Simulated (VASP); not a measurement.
# Cd (P6/mmm) in VASP: notebook, part 2 of 2

VASP 6.6.1. Earlier steps stand in the parts before.

### Step 4. Single point, PBE

This run uses another cell than the first one, of 17.17 Å³/atom.

Contents of INCAR:

```
SYSTEM = Cd
  PREC = Accurate
  ENCUT = 630
  EDIFF = 1E-6
  ISMEAR = -1
  SIGMA = 0.1
  LREAL = .False.
  LASPH = .True.
  NELM = 120
  ALGO = Normal
  ISIF = 2
  LWAVE = .False.
  LCHARG = .False.
  GGA = PE
  NBANDS = 16
  GGA_COMPAT = .False.
```

Contents of KPOINTS:

```
Automatic mesh
0
Gamma
  14 14 13
  0 0 0
```

Contents of POSCAR:

```
Cd
1.0
    2.7083630178      0.0000000000      0.0000000000
   -1.3541815089      2.3455111761      0.0000000000
    0.0000000000      0.0000000000      2.7029400697
Cd
1
Direct
    0.0000000000      0.0000000000      0.0000000000
```

Potentials or basis: VASP PAW PBE potentials, release 64 (Cd_sv_GW).

The run is started by

```sh
$ cat potpaw_PBE.64/Cd_sv_GW/POTCAR > POTCAR
$ mpirun -np 1 vasp_std > vasp.out
```

OUTCAR:

```text
SYSTEM = Cd
   PREC = Accurate
   ENCUT = 630
   EDIFF = 1E-6
   ISMEAR = -1
   LREAL = .False.
   LASPH = .True.
   NELM = 120
   ISIF = 2
   GGA = PE

 ion  position               nearest neighbor table
   1  0.000  0.000  0.000-

  LATTYP: Found a hexagonal cell.
 ALAT       =     2.7083630178
 C/A-ratio  =     0.9979977026

  Lattice vectors:

 A1 = (   2.7083630178,   0.0000000000,   0.0000000000)
 A2 = (  -1.3541815089,   2.3455111761,   0.0000000000)
 A3 = (   0.0000000000,   0.0000000000,   2.7029400697)

Analysis of symmetry for initial positions (statically):
=====================================================================
 Subroutine PRICEL returns:
 Original cell was already a primitive cell.

 Routine SETGRP: Setting up the symmetry group for a
 hexagonal supercell.

 Subroutine GETGRP returns: Found 24 space group operations
 (whereof 24 operations were pure point group operations)
 out of a pool of 24 trial point group operations.

The static configuration has the point symmetry D_6h.

Analysis of symmetry for dynamics (positions and initial velocities):
=====================================================================
 Subroutine PRICEL returns:
 Original cell was already a primitive cell.

 Routine SETGRP: Setting up the symmetry group for a
 hexagonal supercell.

 Subroutine GETGRP returns: Found 24 space group operations
 (whereof 24 operations were pure point group operations)
 out of a pool of 24 trial point group operations.

The dynamic configuration has the point symmetry D_6h.

 Subroutine INISYM returns: Found 24 space group operations
 (whereof 24 operations are pure point group operations),
 and found     1 'primitive' translations

----------------------------------------------------------------------------------------

                                     Primitive cell

  volume of cell :      17.1704

  direct lattice vectors                    reciprocal lattice vectors
     2.708363018  0.000000000  0.000000000     0.369226722  0.213173148  0.000000000
    -1.354181509  2.345511176  0.000000000     0.000000000  0.426346295  0.000000000
     0.000000000  0.000000000  2.702940070     0.000000000  0.000000000  0.369967507

  length of vectors
     2.708363018  2.708363018  2.702940070     0.426346295  0.426346295  0.369967507

  position of ions in fractional coordinates (direct lattice)
     0.000000000  0.000000000  0.000000000

  ion indices of the primitive-cell ions
   primitive index   ion index
                 1           1

----------------------------------------------------------------------------------------

 KPOINTS: Automatic mesh

Automatic generation of k-mesh.
 Grid dimensions read from file:
 generate k-points for:   14   14   13

 Generating k-lattice:

  Cartesian coordinates                     Fractional coordinates (reciprocal lattice)
     0.026373337  0.015226653  0.000000000     0.071428571 -0.000000000  0.000000000
     0.000000000  0.030453307  0.000000000     0.000000000  0.071428571  0.000000000
     0.000000000  0.000000000  0.028459039     0.000000000  0.000000000  0.076923077

  Length of vectors
     0.030453307  0.030453307  0.028459039

  Shift w.r.t. Gamma in fractional coordinates (k-lattice)
     0.000000000  0.000000000  0.000000000

 Subroutine IBZKPT returns following result:
 ===========================================

 Found    168 irreducible k-points:

 Following reciprocal coordinates:
            Coordinates               Weight
  0.000000  0.000000  0.000000      1.000000
  0.071429  0.000000  0.000000      6.000000
  0.142857  0.000000  0.000000      6.000000
  0.214286  0.000000  0.000000      6.000000
  0.285714 -0.000000  0.000000      6.000000
  0.357143  0.000000  0.000000      6.000000
[... 16 lines left out ...]
  0.285714  0.285714  0.000000      6.000000
  0.357143  0.285714  0.000000      6.000000
 [... further k-points ...]
   k-points           NKPTS =    168   k-points in BZ     NKDIM =    168   number of bands    NBANDS=     16
   number of dos      NEDOS =    301   number of ions     NIONS =      1
   total plane-waves  NPLWV =  13824
   dimension x,y,z NGX =    24 NGY =   24 NGZ =   24
   dimension x,y,z NGXF=    48 NGYF=   48 NGZF=   48
   ions per type =               1
   NGX,Y,Z   is equivalent  to a cutoff of  14.73, 14.73, 14.76 a.u.
   NGXF,Y,Z  is equivalent  to a cutoff of  29.46, 29.46, 29.52 a.u.
 SYSTEM =  Cd
   PREC   = accura    normal or accurate (medium, high low for compatibility)
   ISTART =      0    job   : 0-new  1-cont  2-samecut
   ICHARG =      2    charge: 1-file 2-atom 10-const
   ISPIN  =      1    spin polarized calculation?
   LNONCOLLINEAR =      F non collinear calculations
   LSORBIT =      F    spin-orbit coupling
   LASPH  =      T    aspherical Exc in radial PAW
   ENCUT  =  630.0 eV  46.30 Ry    6.80 a.u.   5.54  5.54  5.53*2*pi/ulx,y,z
   NELM   =    120;   NELMIN=  2; NELMDL= -5     # of ELM steps
   EDIFF  = 0.1E-05   stopping-criterion for ELM
   LREAL  =      F    real-space projection
[... 7 lines left out ...]
   TEBEG  =    0.0;   TEEND  =   0.0 temperature during run
   PSTRESS=    0.0 pullay stress
   NELECT =      20.0000    total number of electrons
   NUPDOWN=      -1.0000    fix difference up-down
   EMIN   =  10.00;   EMAX   =-10.00  energy-range for DOS
   EFERMI =   0.00;   METHOD = LEGACY
   ISMEAR =    -1;   SIGMA  =   0.10  broadening in eV -4-tet -1-fermi 0-gaus
   EFERMI_NEDOS =   21; number of points for ismear=-14 and -15
   IALGO  =     38    algorithm
   IMIX   =      4    mixing-type and parameters
     AMIX     =   0.40;   BMIX     =  1.00
     AMIX_MAG =   1.60;   BMIX_MAG =  1.00
  volume/ion in A,a.u.               =      17.17       115.87
  Fermi-wavevector in a.u.,A,eV,Ry     =   1.722495  3.255043 40.368323  2.966988
  Thomas-Fermi vector in A             =   2.798549
   LORBIT       =      0    0 simple, 1 ext, 2 COOP (PROOUT), +10 PAW based schemes
   GGA     = PE    functional components
   LHFCALC =     F    Hartree Fock is set to
   AEXX    =    0.0000 exact exchange contribution
   IVDW    =     0    specifies the selected vdW correction
   LEPSILON=     F    determine dielectric tensor
   LRPA    =     F    only Hartree local field effects (RPA)
 non-spin polarized calculation
  energy-cutoff  :      630.00
  volume of cell :       17.17
 maximum number of plane-waves:       641
 NGX is ok and might be reduce to    24
   NGX = 11   NGY = 11   NGZ = 11

 number of electron      20.0000003 magnetization

 Free energy of the ion-electron system (eV)
  ---------------------------------------------------
  ext. energy  EPLUGINS =         0.00000000
  ---------------------------------------------------
  free energy    TOTEN  =        -0.07509141 eV

  energy without entropy =       -0.06340298  energy(sigma->0) =       -0.06924719

 E-fermi :   9.4480     XC(G=0): -12.5859

 val. band max:        9.4406236763   @ k =   0.4286   0.1429   0.3077
 cond. band min:       9.4946955432   @ k =   0.5000  -0.0000   0.3846
 fundamental gap:      0.0540718669
 Fermi energy:         9.4480253901

 k-point     1 :       0.0000    0.0000    0.0000
  band No.  band energies     occupation
      1     -94.4846      2.00000
      2     -55.4764      2.00000
      3     -55.4355      2.00000
      4     -55.4355      2.00000
      5      -2.2190      2.00000
      6      -1.4187      2.00000
[... 8 lines left out ...]
     15      26.7113      0.00000
     16      30.6732      0.00000

 k-point     2 :       0.0714    0.0000    0.0000
  band No.  band energies     occupation
      1     -94.4837      2.00000
      2     -55.4755      2.00000
      3     -55.4439      2.00000
      4     -55.4376      2.00000
      5      -2.1477      2.00000
      6      -1.2946      2.00000
[... 8 lines left out ...]
     15      25.9005      0.00000
     16      31.5771      0.00000

 k-point     3 :       0.1429    0.0000    0.0000
  band No.  band energies     occupation
      1     -94.4812      2.00000
      2     -55.4729      2.00000
      3     -55.4676      2.00000
      4     -55.4436      2.00000
      5      -1.9973      2.00000
      6      -1.1671      2.00000
[... 8 lines left out ...]
     15      25.1409      0.00000
     16      32.8387      0.00000
[... 362 lines left out ...]
 k-point    23 :       0.2857    0.2857    0.0000
  band No.  band energies     occupation
      1     -94.4653      2.00000
      2     -55.5728      2.00000
      3     -55.5298      2.00000
      4     -55.4569      2.00000
      5      -1.2989      2.00000
      6      -1.1104      2.00000
[... 8 lines left out ...]
     15      28.8813      0.00000
     16      31.4024      0.00000

 k-point    24 :       0.3571    0.2857    0.0000
  band No.  band energies     occupation
      1     -94.4647      2.00000
      2     -55.5672      2.00000
      3     -55.5419      2.00000
      4     -55.4563      2.00000
      5      -1.2774      2.00000
      6      -0.9650      2.00000
[... 8 lines left out ...]
     15      29.8562      0.00000
     16      30.8688      0.00000

 [... further k-points ...]
[... 5 lines left out ...]
  --------------------------------------------------------------------------------------
  -------------------------------------------------------------------------------------
  Total        4.1741759      4.1741759      4.1670493      0.0000000      0.0000000      0.0000000
  in kB      389.4937865    389.4937865    388.8287994      0.0000000      0.0000000      0.0000000
  external PRESSURE =     389.2721242 kB  Pullay stress =       0.0000000 kB

 VOLUME and BASIS-vectors are now :
 -----------------------------------------------------------------------------
  energy-cutoff  :      630.00
  volume of cell :       17.17
      direct lattice vectors                 reciprocal lattice vectors
     2.708363018  0.000000000  0.000000000     0.369226722  0.213173148  0.000000000
    -1.354181509  2.345511176  0.000000000     0.000000000  0.426346295  0.000000000
     0.000000000  0.000000000  2.702940070     0.000000000  0.000000000  0.369967507

 POSITION                                       TOTAL-FORCE (eV/Angst)
 -----------------------------------------------------------------------------------
      0.00000      0.00000      0.00000         0.000000      0.000000      0.000000
 -----------------------------------------------------------------------------------
    total drift:                                0.000000      0.000000     -0.000000

  FREE ENERGIE OF THE ION-ELECTRON SYSTEM (eV)
  ---------------------------------------------------
  free  energy   TOTEN  =        -0.0750914072 eV

  energy  without entropy=       -0.0634029810  energy(sigma->0) =       -0.06924719
```

OSZICAR:

```text
N       E                     dE             d eps       ncg     rms          rms(c)
DAV:   1     0.367240923955E+03    0.36724E+03   -0.14020E+04  5656   0.232E+03
DAV:   2     0.247890144314E+02   -0.34245E+03   -0.31894E+03  5400   0.656E+02
DAV:   3     0.501340489768E+00   -0.24288E+02   -0.24214E+02  8600   0.195E+02
DAV:   4    -0.134156632054E+00   -0.63550E+00   -0.63547E+00  5808   0.299E+01
DAV:   5    -0.166209763723E+00   -0.32053E-01   -0.32053E-01  9032   0.736E+00    0.371E+01
DAV:   6    -0.811535251714E-01    0.85056E-01   -0.18865E-01  8480   0.139E+01    0.216E+01
DAV:   7    -0.753123116274E-01    0.58412E-02   -0.21703E-02  9024   0.242E+00    0.187E+00
DAV:   8    -0.751018014680E-01    0.21051E-03   -0.19296E-03  7872   0.149E+00    0.940E-02
DAV:   9    -0.750920148812E-01    0.97866E-05   -0.69945E-05  7704   0.137E-01    0.192E-02
DAV:  10    -0.750914071832E-01    0.60770E-06   -0.20782E-06  6080   0.383E-02
   1 F= -.75091407E-01 E0= -.69247194E-01  d E =-.116884E-01
```

stdout:

```text
POSCAR found type information on POSCAR Cd
 POSCAR found :  1 types and       1 ions
 scaLAPACK will be used
 LDA part: xc-table for (Slater+PW92), standard interpolation
 POSCAR, INCAR and KPOINTS ok, starting setup
 FFT: planning ... GRIDC
 FFT: planning ... GRID_SOFT
 FFT: planning ... GRID
 WAVECAR not read
 entering main loop
```

Run time: 1.7 min. Hardware: 1 thread of AMD EPYC, shared host; peak memory 0.17 GiB.

Results:

* Free energy: -0.0751 eV
* Pressure: 38.9 GPa
* Band gap on the k mesh: zero (bands 10 and 11 overlap by 6.25 eV)

Caveat: the cell stands under pressure.

### Step 5. Summary

| cell | gap on the mesh (eV) | pressure (GPa) |
| --- | --- | --- |
| a = 2.489, b = 2.489, c = 2.447 Å, angles 90.0, 90.0, 120.0°, 1 atom | none | 138.6 |
| a = 2.604, b = 2.604, c = 2.580 Å, angles 90.0, 90.0, 120.0°, 1 atom | none | 72.9 |
| a = 2.708, b = 2.708, c = 2.703 Å, angles 90.0, 90.0, 120.0°, 1 atom | none | 38.9 |

Alike in all rows: task single point; level PBE; potentials or basis VASP PAW PBE potentials, release 64 (Cd_sv_GW); no spin polarisation; k mesh 14 × 14 × 13; cutoff (eV) 630; smearing fermi-dirac 0.1 eV.

Caveats: the cell stands under pressure.

Absolute energies hang on the potentials; compare differences alone.

The gap in the log of VASP goes by the Fermi energy; the results here count the filled bands.